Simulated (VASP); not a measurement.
Set up this calculation in VASP 6.6.1, as the native input.

- Task: relaxation of cell and atoms
- Functional: r2SCAN
- Potentials or basis: VASP PAW PBE potentials, release 64 (Rh_pv)
- Cutoff: 600 eV
- k mesh: 10 × 10 × 10
- Occupations: fermi-dirac, width 0.1 eV
- Spin: no spin polarisation
- Dipole correction: no
- Further INCAR settings: ALGO = Normal; EDIFF = 1e-06; IBRION = 2; EDIFFG = -0.01; NSW = 80; ISIF = 3

Rh:

```
Rh
1.0
     0.00000    2.64786    2.64786
     2.64786    0.00000    2.64786
     2.64786    2.64786    0.00000
Rh
2
Direct
  0.12500 0.12500 0.12500
  0.87500 0.87500 0.87500
```

This isn't the form of Rh at room conditions, which is fcc.

These files were run (other wordings do the same):

POSCAR

```
Rh
1.0
    0.0000000000      2.6478639740      2.6478639740
    2.6478639740      0.0000000000      2.6478639740
    2.6478639740      2.6478639740      0.0000000000
Rh
2
Direct
    0.1250000000      0.1250000000      0.1250000000
    0.8750000000      0.8750000000      0.8750000000
```

INCAR.step1

```
SYSTEM = Rh
PREC     = Accurate       ! precision mode
ENCUT    = 600            ! plane-wave cutoff, eV
ISMEAR   = -1             ! smearing method
SIGMA    = 0.1            ! smearing width, eV
LREAL    = .FALSE.        ! projectors in reciprocal space
LASPH    = .TRUE.         ! aspherical terms in the spheres
NELM     = 80             ! most SCF steps
GGA      = PE             ! functional
ALGO     = Normal         ! electronic algorithm
EDIFF    = 1E-4           ! SCF threshold, eV
LWAVE    = .TRUE.         ! write WAVECAR
LCHARG   = .FALSE.        ! write CHGCAR
```

INCAR.step2

```
SYSTEM = Rh
PREC     = Accurate       ! precision mode
ENCUT    = 600            ! plane-wave cutoff, eV
EDIFF    = 1E-6           ! SCF threshold, eV
ISMEAR   = -1             ! smearing method
SIGMA    = 0.1            ! smearing width, eV
LREAL    = .FALSE.        ! projectors in reciprocal space
LASPH    = .TRUE.         ! aspherical terms in the spheres
NELM     = 80             ! most SCF steps
ALGO     = Normal         ! electronic algorithm
ISIF     = 3              ! what is computed and relaxed
LWAVE    = .FALSE.        ! write WAVECAR
LCHARG   = .FALSE.        ! write CHGCAR
METAGGA  = R2SCAN         ! meta-GGA
LMIXTAU  = .TRUE.       
IBRION   = 2              ! ionic algorithm
NSW      = 80             ! ionic steps
EDIFFG   = -0.01          ! ionic threshold
ISTART   = 1
```

KPOINTS

```
Automatic mesh
0
G
  10 10 10
  0 0 0
```

Potentials or basis: VASP PAW PBE potentials, release 64 (Rh_pv).

The run is started by

```console
$ cat potpaw_PBE.64/Rh_pv/POTCAR > POTCAR
$ cp INCAR.step1 INCAR
$ mpirun -np 1 vasp_std > vasp.out
$ cp INCAR.step2 INCAR
$ mpirun -np 1 vasp_std > vasp.out
```

It gave:

| Quantity | Value |
| --- | --- |
| Relaxed volume | 20.47 Å³/atom |
| Relaxed cell | a = 3.869 Å, b = 3.869 Å, c = 3.869 Å, α = 60.00°, β = 60.00°, γ = 60.00° |
| Space group after relaxing (to 0.1 Å) | Fd-3m (No. 227) |
| Energy gained by relaxing | 97.1 meV/atom |
| Ionic steps | 17 |
| Pressure after relaxing | 0.1 GPa |
| Band gap on the k mesh | zero (bands 15 and 16 overlap by 1.25 eV) |

Caveat: the PAW data sets were made with another functional, which shifts forces and pressure a little.

Run time: 18 min on 1 thread of Intel(R) Xeon(R) Platinum 8259CL CPU @ 2.50GHz (Skylake/Cascade Lake), on a shared host, peak memory 0.2 GiB.
